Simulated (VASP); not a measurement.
# BAs (F-43m) in VASP: notebook, part 2 of 2

VASP 6.6.1.

## 5. Single point, PBE, non-collinear spin, zero start, spin-orbit coupling

Contents of INCAR:

```
SYSTEM = BAs
ALGO = Normal ; EDIFF = 1E-6
ENCUT = 520 ; GGA = PE
GGA_COMPAT = .FALSE. ; ISIF = 2
ISMEAR = -1 ; LASPH = .TRUE.
LCHARG = .FALSE. ; LNONCOLLINEAR = .TRUE.
LORBIT = 11 ; LORBMOM = .TRUE.
LREAL = .FALSE. ; LSORBIT = .TRUE.
LWAVE = .FALSE. ; MAGMOM = 0 0 0 0 0 0
NBANDS = 20 ; NELM = 150
PREC = Accurate ; SIGMA = 0.05
```

Contents of KPOINTS:

```
k-points
0
G
  10 10 10
  0 0 0
```

Contents of POSCAR:

```
BAs
1.0
    0.0000000000      2.4199312360      2.4199312360
    2.4199312360      0.0000000000      2.4199312360
    2.4199312360      2.4199312360      0.0000000000
As B
1 1
Direct
    0.7500000000      0.7500000000      0.7500000000
    0.0000000000      0.0000000000      0.0000000000
```

Potentials or basis: VASP PAW PBE potentials, release 64 (As, B).

Run with:

```console
$ cat potpaw_PBE.64/As/POTCAR potpaw_PBE.64/B/POTCAR > POTCAR
$ mpirun -np 1 vasp_ncl > vasp.out
```

OUTCAR:

```text
SYSTEM = BAs
   EDIFF = 1E-6
   ENCUT = 520
   GGA = PE
   ISIF = 2
   ISMEAR = -1
   LASPH = .TRUE.
   LNONCOLLINEAR = .TRUE.
   LORBIT = 11
   LREAL = .FALSE.
   LSORBIT = .TRUE.
   NELM = 150
   PREC = Accurate

 ion  position               nearest neighbor table
   1  0.750  0.750  0.750-   2 2.10   2 2.10   2 2.10   2 2.10
   2  0.000  0.000  0.000-   1 2.10   1 2.10   1 2.10   1 2.10

  LATTYP: Found a face centered cubic cell.
 ALAT       =     4.8398624720

  Lattice vectors:

 A1 = (   0.0000000000,   2.4199312360,   2.4199312360)
 A2 = (   2.4199312360,   0.0000000000,   2.4199312360)
 A3 = (   2.4199312360,   2.4199312360,   0.0000000000)

Analysis of symmetry for initial positions (statically):
=====================================================================
 Subroutine PRICEL returns:
 Original cell was already a primitive cell.

 Routine SETGRP: Setting up the symmetry group for a
 face centered cubic supercell.
[... 841 lines left out ...]
     0.0000000     0.0000000     0.0000000     0.0000000     0.0000000     0.0000000     0.0000000
     0.0000000     0.0000000     0.0000000     0.0000000     0.0000000     0.0000000     0.0000000
     0.0000000     0.0000000     0.0000000     0.0000000     0.0000000     0.0000000     0.0000000
     0.0000000     0.0000000     0.0000000     0.0000000     0.0000000     0.0000000     0.0000000

 total charge

# of ion       s       p       d       tot
------------------------------------------
    1        1.174   1.631   0.081   2.886
    2        0.655   1.138   0.000   1.792
--------------------------------------------------
tot          1.829   2.769   0.081   4.679

 magnetization (x)

# of ion       s       p       d       tot
------------------------------------------
    1        0.000   0.000  -0.000   0.000
    2        0.000   0.000   0.000   0.000
--------------------------------------------------
tot          0.000   0.000  -0.000   0.000

 magnetization (y)

# of ion       s       p       d       tot
------------------------------------------
    1        0.000   0.000  -0.000  -0.000
    2        0.000   0.000   0.000   0.000
--------------------------------------------------
tot          0.000   0.000  -0.000   0.000

 magnetization (z)

# of ion       s       p       d       tot
------------------------------------------
    1        0.000   0.000   0.000   0.000
    2        0.000   0.000   0.000   0.000
--------------------------------------------------
tot          0.000   0.000   0.000   0.000
```

OSZICAR:

```text
N       E                     dE             d eps       ncg     rms          rms(c)
DAV:   1     0.174027562417E+02    0.17403E+02   -0.32192E+03  2920   0.698E+02
DAV:   2    -0.106994096287E+02   -0.28102E+02   -0.25873E+02  3908   0.130E+02
DAV:   3    -0.119813936253E+02   -0.12820E+01   -0.12680E+01  3596   0.241E+01
DAV:   4    -0.119869647771E+02   -0.55712E-02   -0.55688E-02  3456   0.181E+00
DAV:   5    -0.119869781800E+02   -0.13403E-04   -0.13403E-04  3436   0.961E-02    0.466E+00
DAV:   6    -0.114756844264E+02    0.51129E+00   -0.35142E-01  3292   0.528E+00    0.226E+00
DAV:   7    -0.114281036865E+02    0.47581E-01   -0.12951E-01  3600   0.251E+00    0.955E-01
DAV:   8    -0.114218054048E+02    0.62983E-02   -0.15170E-02  3336   0.926E-01    0.113E-01
DAV:   9    -0.114217446723E+02    0.60733E-04   -0.87183E-04  3360   0.256E-01    0.578E-02
DAV:  10    -0.114219043384E+02   -0.15967E-03   -0.20772E-04  3288   0.963E-02    0.398E-02
DAV:  11    -0.114219305561E+02   -0.26218E-04   -0.19316E-05  3516   0.350E-02    0.134E-02
DAV:  12    -0.114219314890E+02   -0.93283E-06   -0.11360E-06  3340   0.827E-03
   1 F= -.11421931E+02 E0= -.11421931E+02  d E =-.909497E-07  mag=     0.0000    -0.0000    -0.0000
```

stdout:

```text
POSCAR found type information on POSCAR AsB
 POSCAR found :  2 types and       2 ions
 scaLAPACK will be used
 LDA part: xc-table for (Slater+PW92), standard interpolation
 POSCAR, INCAR and KPOINTS ok, starting setup
 FFT: planning ... GRIDC
 FFT: planning ... GRID_SOFT
 FFT: planning ... GRID
 WAVECAR not read
 entering main loop
```

Wall time 51 s (1 thread of Intel Xeon 6975P-C (Granite Rapids), shared host); peak memory 0.27 GiB.

What came out:

```
Free energy                                           : -11.4219 eV
Pressure                                              : -1.8 GPa
Net moment                                            : 0.00 μB per cell
Valence electrons inside the program's atomic spheres : As 2.89; B 1.79
```

Moments on the atoms (μB; x, y, z):
```
As  0.00 0.00 0.00
B   0.00 0.00 0.00
```

## 6. Summary

| level | spin | cell | k mesh | grid for exact exchange (PRECFOCK) | share of exact exchange | screening parameter | gap on the mesh (eV) | pressure (GPa) | moment (μB) |
| --- | --- | --- | --- | --- | --- | --- | --- | --- | --- |
| PBEsol-based screened hybrid | off | a = 3.422 Å, angles 60.0°, 2 atoms | 5 × 5 × 5 | Normal | 0.25 | 0.207 1/Å | 1.82 | -7.7 | - |
| PBEsol-based screened hybrid | off | a = 3.444 Å, angles 60.0°, 2 atoms | 5 × 5 × 5 | Normal | 0.25 | 0.207 1/Å | 1.84 | -9.9 | - |
| PBE | non-collinear, zero start, SOC | a = 3.400 Å, angles 60.0°, 2 atoms | 10 × 10 × 10 | - | - | - | - | 0.7 | 0.00 |
| PBE | non-collinear, zero start, SOC | a = 3.422 Å, angles 60.0°, 2 atoms | 10 × 10 × 10 | - | - | - | - | -1.8 | 0.00 |

Alike in all rows: task single point; potentials or basis VASP PAW PBE potentials, release 64 (As, B); cutoff (eV) 520; smearing fermi-dirac 0.05 eV.

Caveats: some runs use coarse meshes; the PAW data sets were made with another functional, which shifts forces and pressure a little (some runs).

Absolute energies hang on the potentials; compare differences alone.
